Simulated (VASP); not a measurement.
# NaI in VASP: settings compared, part 2 of 3

VASP 6.6.1. The steps go on from the part before.

**3. Single point, PBE (strain along [111] +3.4%)**

INCAR

```
SYSTEM = NaI
ALGO = Normal ; EDIFF = 1E-7
ENCUT = 520 ; GGA = PE
ISIF = 2 ; ISMEAR = -1
LASPH = .True. ; LCHARG = .False.
LREAL = .False. ; LWAVE = .False.
NBANDS = 14 ; NELM = 100
PREC = Accurate ; SIGMA = 0.02
```

KPOINTS

```
k-points
0
Gamma
  6 6 6
  0 0 0
```

POSCAR

```
NaI
1.0
    4.0868681806      0.0463314874      0.0463314874
    0.0463314874      4.0868681806      0.0463314874
    0.0463314874      0.0463314874      4.0868681806
Na I
1 1
Direct
    0.0000000000      0.0000000000      0.0000000000
    0.5000000000      0.5000000000      0.5000000000
```

Potentials or basis: VASP PAW PBE potentials, release 64 (Na_pv, I).

Started as:

```sh
$ cat potpaw_PBE.64/Na_pv/POTCAR potpaw_PBE.64/I/POTCAR > POTCAR
$ mpirun -np 1 vasp_std > vasp.out
```

OUTCAR:

```text
SYSTEM = NaI
   EDIFF = 1E-7
   ENCUT = 520
   GGA = PE
   ISIF = 2
   ISMEAR = -1
   LASPH = .True.
   LREAL = .False.
   NELM = 100
   PREC = Accurate

 ion  position               nearest neighbor table
   1  0.000  0.000  0.000-
   2  0.500  0.500  0.500-

  LATTYP: Found a trigonal (rhomboedric) cell.
 ALAT       =     4.0873933918
 COS(alpha) =     0.0227960063

  Lattice vectors:

 A1 = (   4.0868681806,   0.0463314874,   0.0463314874)
 A2 = (   0.0463314874,   4.0868681806,   0.0463314874)
 A3 = (   0.0463314874,   0.0463314874,   4.0868681806)

Analysis of symmetry for initial positions (statically):
=====================================================================
 Subroutine PRICEL returns:
 Original cell was already a primitive cell.

 Routine SETGRP: Setting up the symmetry group for a
 trigonal (rhombohedral) supercell.

 Subroutine GETGRP returns: Found 12 space group operations
 (whereof 12 operations were pure point group operations)
 out of a pool of 12 trial point group operations.

The static configuration has the point symmetry D_3d.

Analysis of symmetry for dynamics (positions and initial velocities):
=====================================================================
 Subroutine PRICEL returns:
 Original cell was already a primitive cell.

 Routine SETGRP: Setting up the symmetry group for a
 trigonal (rhombohedral) supercell.

 Subroutine GETGRP returns: Found 12 space group operations
 (whereof 12 operations were pure point group operations)
 out of a pool of 12 trial point group operations.

The dynamic configuration has the point symmetry D_3d.

 Subroutine INISYM returns: Found 12 space group operations
 (whereof 12 operations are pure point group operations),
 and found     1 'primitive' translations

----------------------------------------------------------------------------------------

                                     Primitive cell

  volume of cell :      68.2348

  direct lattice vectors                    reciprocal lattice vectors
     4.086868181  0.046331487  0.046331487     0.244748345 -0.002743529 -0.002743529
     0.046331487  4.086868181  0.046331487    -0.002743529  0.244748345 -0.002743529
     0.046331487  0.046331487  4.086868181    -0.002743529 -0.002743529  0.244748345

  length of vectors
     4.087393392  4.087393392  4.087393392     0.244779097  0.244779097  0.244779097

  position of ions in fractional coordinates (direct lattice)
     0.000000000  0.000000000  0.000000000
     0.500000000  0.500000000  0.500000000

  ion indices of the primitive-cell ions
   primitive index   ion index
                 1           1
                 2           2

----------------------------------------------------------------------------------------

 KPOINTS: k-points

Automatic generation of k-mesh.
 Grid dimensions read from file:
 generate k-points for:    6    6    6

 Generating k-lattice:

  Cartesian coordinates                     Fractional coordinates (reciprocal lattice)
     0.040791391 -0.000457255 -0.000457255     0.166666667  0.000000000  0.000000000
    -0.000457255  0.040791391 -0.000457255     0.000000000  0.166666667  0.000000000
    -0.000457255 -0.000457255  0.040791391     0.000000000  0.000000000  0.166666667

  Length of vectors
     0.040796516  0.040796516  0.040796516

  Shift w.r.t. Gamma in fractional coordinates (k-lattice)
     0.000000000  0.000000000  0.000000000

 Subroutine IBZKPT returns following result:
 ===========================================

 Found     32 irreducible k-points:

 Following reciprocal coordinates:
            Coordinates               Weight
  0.000000  0.000000  0.000000      1.000000
  0.166667 -0.000000 -0.000000      6.000000
  0.333333  0.000000  0.000000      6.000000
  0.500000 -0.000000 -0.000000      3.000000
  0.166667  0.166667 -0.000000      6.000000
  0.333333  0.166667 -0.000000     12.000000
[... 16 lines left out ...]
  0.500000  0.500000  0.166667      6.000000
 -0.333333  0.500000  0.166667     12.000000
 [... further k-points ...]
   k-points           NKPTS =     32   k-points in BZ     NKDIM =     32   number of bands    NBANDS=     14
   number of dos      NEDOS =    301   number of ions     NIONS =      2
   total plane-waves  NPLWV =  27000
   dimension x,y,z NGX =    30 NGY =   30 NGZ =   30
   dimension x,y,z NGXF=    60 NGYF=   60 NGZF=   60
   ions per type =               1   1
   NGX,Y,Z   is equivalent  to a cutoff of  12.20, 12.20, 12.20 a.u.
   NGXF,Y,Z  is equivalent  to a cutoff of  24.40, 24.40, 24.40 a.u.
 SYSTEM =  NaI
   PREC   = accura    normal or accurate (medium, high low for compatibility)
   ISTART =      0    job   : 0-new  1-cont  2-samecut
   ICHARG =      2    charge: 1-file 2-atom 10-const
   ISPIN  =      1    spin polarized calculation?
   LNONCOLLINEAR =      F non collinear calculations
   LSORBIT =      F    spin-orbit coupling
   LASPH  =      T    aspherical Exc in radial PAW
   ENCUT  =  520.0 eV  38.22 Ry    6.18 a.u.   7.60  7.60  7.60*2*pi/ulx,y,z
   NELM   =    100;   NELMIN=  2; NELMDL= -5     # of ELM steps
   EDIFF  = 0.1E-06   stopping-criterion for ELM
   LREAL  =      F    real-space projection
   EDIFFG = 0.1E-05   stopping-criterion for IOM
   NSW    =      0    number of steps for IOM
   IBRION =     -1    ionic relax: 0-MD 1-quasi-New 2-CG
   NFREE  =      0    steps in history (QN), initial steepest desc. (CG)
   ISIF   =      2    stress and relaxation
   ISYM   =      2    0-nonsym 1-usesym 2-fastsym
   POTIM  = 0.5000    time-step for ionic-motion
   TEBEG  =    0.0;   TEEND  =   0.0 temperature during run
   PSTRESS=    0.0 pullay stress
   NELECT =      14.0000    total number of electrons
   NUPDOWN=      -1.0000    fix difference up-down
   EMIN   =  10.00;   EMAX   =-10.00  energy-range for DOS
   EFERMI =   0.00;   METHOD = LEGACY
   ISMEAR =    -1;   SIGMA  =   0.02  broadening in eV -4-tet -1-fermi 0-gaus
   EFERMI_NEDOS =   21; number of points for ismear=-14 and -15
   IALGO  =     38    algorithm
   IMIX   =      4    mixing-type and parameters
     AMIX     =   0.40;   BMIX     =  1.00
     AMIX_MAG =   1.60;   BMIX_MAG =  1.00
  volume/ion in A,a.u.               =      34.12       230.24
  Fermi-wavevector in a.u.,A,eV,Ry     =   0.965567  1.824657 12.684971  0.932319
  Thomas-Fermi vector in A             =   2.095294
   LORBIT       =      0    0 simple, 1 ext, 2 COOP (PROOUT), +10 PAW based schemes
   GGA     = PE    functional components
   LHFCALC =     F    Hartree Fock is set to
   AEXX    =    0.0000 exact exchange contribution
   IVDW    =     0    specifies the selected vdW correction
   LEPSILON=     F    determine dielectric tensor
   LRPA    =     F    only Hartree local field effects (RPA)
 non-spin polarized calculation
  energy-cutoff  :      520.00
  volume of cell :       68.23
 maximum number of plane-waves:      1854
   NGX = 15   NGY = 15   NGZ = 15

 number of electron      13.9999988 magnetization

 Free energy of the ion-electron system (eV)
  ---------------------------------------------------
  ext. energy  EPLUGINS =         0.00000000
  ---------------------------------------------------
  free energy    TOTEN  =        -5.07426292 eV

  energy without entropy =       -5.07426292  energy(sigma->0) =       -5.07426292

 E-fermi :   2.1277     XC(G=0):  -7.7347

 val. band max:        1.6701541170   @ k =   0.5000   0.5000  -0.0000
 cond. band min:       3.9284974584   @ k =   0.0000   0.0000   0.0000
 fundamental gap:      2.2583433415
 Fermi energy:         2.1277227810

 k-point     1 :       0.0000    0.0000    0.0000
  band No.  band energies     occupation
      1     -22.0372      2.00000
      2     -22.0326      2.00000
      3     -22.0326      2.00000
      4     -10.0160      2.00000
      5       1.0297      2.00000
      6       1.0297      2.00000
      7       1.1375      2.00000
      8       3.9285      0.00000
      9       7.3420      0.00000
     10       7.3420      0.00000
     11      12.4535      0.00000
     12      12.7983      0.00000
     13      12.7983      0.00000
     14      13.3399      0.00000
[... 375 lines left out ...]
 k-point    24 :      -0.3333    0.5000    0.1667
  band No.  band energies     occupation
      1     -22.0418      2.00000
      2     -22.0374      2.00000
      3     -22.0340      2.00000
      4      -9.4676      2.00000
      5      -0.8407      2.00000
      6      -0.2621      2.00000
      7       0.9456      2.00000
      8       5.3216      0.00000
      9       7.6561      0.00000
     10       8.2132      0.00000
     11       9.9837      0.00000
     12      11.7369      0.00000
     13      11.9196      0.00000
     14      12.5934      0.00000

 [... further k-points ...]
[... 5 lines left out ...]
  --------------------------------------------------------------------------------------
  -------------------------------------------------------------------------------------
  Total       -0.1066888     -0.1066888     -0.1066888      0.0383065      0.0383065      0.0383065
  in kB       -2.5050913     -2.5050913     -2.5050913      0.8994519      0.8994519      0.8994519
  external PRESSURE =      -2.5050913 kB  Pullay stress =       0.0000000 kB

 VOLUME and BASIS-vectors are now :
 -----------------------------------------------------------------------------
  energy-cutoff  :      520.00
  volume of cell :       68.23
      direct lattice vectors                 reciprocal lattice vectors
     4.086868181  0.046331487  0.046331487     0.244748345 -0.002743529 -0.002743529
     0.046331487  4.086868181  0.046331487    -0.002743529  0.244748345 -0.002743529
     0.046331487  0.046331487  4.086868181    -0.002743529 -0.002743529  0.244748345

 POSITION                                       TOTAL-FORCE (eV/Angst)
 -----------------------------------------------------------------------------------
      0.00000      0.00000      0.00000         0.000000     -0.000000      0.000000
      2.08977      2.08977      2.08977        -0.000000      0.000000      0.000000
 -----------------------------------------------------------------------------------
    total drift:                                0.000000     -0.000000     -0.000000

  FREE ENERGIE OF THE ION-ELECTRON SYSTEM (eV)
  ---------------------------------------------------
  free  energy   TOTEN  =        -5.0742629209 eV

  energy  without entropy=       -5.0742629209  energy(sigma->0) =       -5.07426292
```

OSZICAR:

```text
N       E                     dE             d eps       ncg     rms          rms(c)
DAV:   1     0.805522569648E+02    0.80552E+02   -0.66369E+03   896   0.899E+02
DAV:   2     0.155718615134E+01   -0.78995E+02   -0.72461E+02   946   0.214E+02
DAV:   3    -0.505247842493E+01   -0.66097E+01   -0.65675E+01  1190   0.605E+01
DAV:   4    -0.520674853732E+01   -0.15427E+00   -0.15423E+00  1060   0.956E+00
DAV:   5    -0.521116833370E+01   -0.44198E-02   -0.44197E-02  1198   0.166E+00    0.187E+00
DAV:   6    -0.510237504362E+01    0.10879E+00   -0.98397E-02  1104   0.182E+00    0.124E+00
DAV:   7    -0.507377122036E+01    0.28604E-01   -0.94287E-02  1122   0.159E+00    0.632E-01
DAV:   8    -0.507430927701E+01   -0.53806E-03   -0.66654E-03   956   0.648E-01    0.113E-01
DAV:   9    -0.507423720710E+01    0.72070E-04   -0.19418E-04  1190   0.133E-01    0.429E-02
DAV:  10    -0.507426224681E+01   -0.25040E-04   -0.67775E-05  1028   0.735E-02    0.102E-02
DAV:  11    -0.507426251866E+01   -0.27184E-06   -0.75841E-06  1058   0.272E-02    0.280E-03
DAV:  12    -0.507426282247E+01   -0.30381E-06   -0.49726E-07  1100   0.478E-03    0.697E-04
DAV:  13    -0.507426293863E+01   -0.11616E-06   -0.56738E-08   910   0.153E-03    0.857E-04
DAV:  14    -0.507426292092E+01    0.17710E-07   -0.69795E-09   628   0.593E-04
   1 F= -.50742629E+01 E0= -.50742629E+01  d E =-.167542E-11
```

Run time: 25 s. Hardware: 1 thread of Intel Xeon Platinum 8259CL at 2.50GHz (Skylake/Cascade Lake), shared host; peak memory 0.18 GiB.

Results:

```yaml
Free_energy: -5.0743 eV
Pressure: -0.3 GPa
Band_gap_on_the_k_mesh: 2.26 eV (least direct gap 2.79 eV)
```

Caveat: the cell differs from its parent crystal (strain along [111] +3.4%); spin-orbit coupling is left out, which moves the levels of the heavy elements. A k mesh can miss the band edges.

**4. Single point, r2SCAN (strain +2.5%)**

POSCAR

```
NaI
1.0
    4.1419541642      0.0000000000      0.0000000000
    0.0000000000      4.1419541642      0.0000000000
    0.0000000000      0.0000000000      4.1419541642
Na I
1 1
Direct
    0.0000000000      0.0000000000      0.0000000000
    0.5000000000      0.5000000000      0.5000000000
```

INCAR.step1

```
PREC = Accurate
ENCUT = 520
ISMEAR = 0
SIGMA = 0.01
LREAL = False
LASPH = True
NELM = 60
NBANDS = 14
GGA = PE
ALGO = Normal
EDIFF = 1E-4
LWAVE = True
LCHARG = False
```

INCAR.step2

```
PREC = Accurate
ENCUT = 520
EDIFF = 1E-6
ISMEAR = 0
SIGMA = 0.01
LREAL = False
LASPH = True
NELM = 60
ALGO = Normal
ISIF = 2
LWAVE = False
LCHARG = False
METAGGA = R2SCAN
LMIXTAU = True
NBANDS = 14
ISTART = 1
```

KPOINTS

```
regular mesh
0
Gamma
  6 6 6
```

Potentials or basis: VASP PAW PBE potentials, release 64 (Na_pv, I).

Started as:

```sh
$ cat potpaw_PBE.64/Na_pv/POTCAR potpaw_PBE.64/I/POTCAR > POTCAR
$ cp INCAR.step1 INCAR
$ mpirun -np 1 vasp_std > vasp.out
$ cp INCAR.step2 INCAR
$ mpirun -np 1 vasp_std > vasp.out
```

OUTCAR:

```text
PREC = Accurate
   ENCUT = 520
   EDIFF = 1E-6
   ISMEAR = 0
   LREAL = False
   LASPH = True
   NELM = 60
   ISIF = 2
   METAGGA = R2SCAN
   ISTART = 1

 ion  position               nearest neighbor table
   1  0.000  0.000  0.000-
   2  0.500  0.500  0.500-

  LATTYP: Found a simple cubic cell.
 ALAT       =     4.1419541642

  Lattice vectors:

[... 517 lines left out ...]
     12      15.0922      0.00000
     13      15.0922      0.00000
     14      15.0922      0.00000

------------------------ aborting loop because EDIFF is reached ----------------------------------------

  FORCE on cell =-STRESS in cart. coord.  units (eV):
  Direction    XX          YY          ZZ          XY          YZ          ZX
  --------------------------------------------------------------------------------------
  -------------------------------------------------------------------------------------
  Total       -0.4944430     -0.4944430     -0.4944430      0.0000000     -0.0000000      0.0000000
  in kB      -11.1483587    -11.1483587    -11.1483587      0.0000000     -0.0000000      0.0000000
  external PRESSURE =     -11.1483587 kB  Pullay stress =       0.0000000 kB

 VOLUME and BASIS-vectors are now :
 -----------------------------------------------------------------------------
  energy-cutoff  :      520.00
  volume of cell :       71.06
      direct lattice vectors                 reciprocal lattice vectors
     4.141954164  0.000000000  0.000000000     0.241431933  0.000000000  0.000000000
     0.000000000  4.141954164  0.000000000     0.000000000  0.241431933  0.000000000
     0.000000000  0.000000000  4.141954164     0.000000000  0.000000000  0.241431933

 POSITION                                       TOTAL-FORCE (eV/Angst)
 -----------------------------------------------------------------------------------
      0.00000      0.00000      0.00000         0.000000      0.000000      0.000000
      2.07098      2.07098      2.07098         0.000000      0.000000      0.000000
 -----------------------------------------------------------------------------------
    total drift:                                0.000000     -0.000000     -0.000000

  FREE ENERGIE OF THE ION-ELECTRON SYSTEM (eV)
  ---------------------------------------------------
  free  energy   TOTEN  =       -30.7086957760 eV

  energy  without entropy=      -30.7086957760  energy(sigma->0) =      -30.70869578
```

Run time: 40 s. Hardware: 1 thread of Intel Xeon Platinum 8259CL at 2.50GHz (Skylake/Cascade Lake), shared host; peak memory 0.19 GiB.

Results:

```
Free energy            : -30.7087 eV
Pressure               : -1.1 GPa
Band gap on the k mesh : 2.95 eV (least direct gap 3.50 eV)
```

Caveat: the cell differs from its parent crystal (strain +2.5%); the PAW data sets were made with another functional, which shifts forces and pressure a little; spin-orbit coupling is left out, which moves the levels of the heavy elements. A k mesh can miss the band edges.

[end of part 2 of 3]
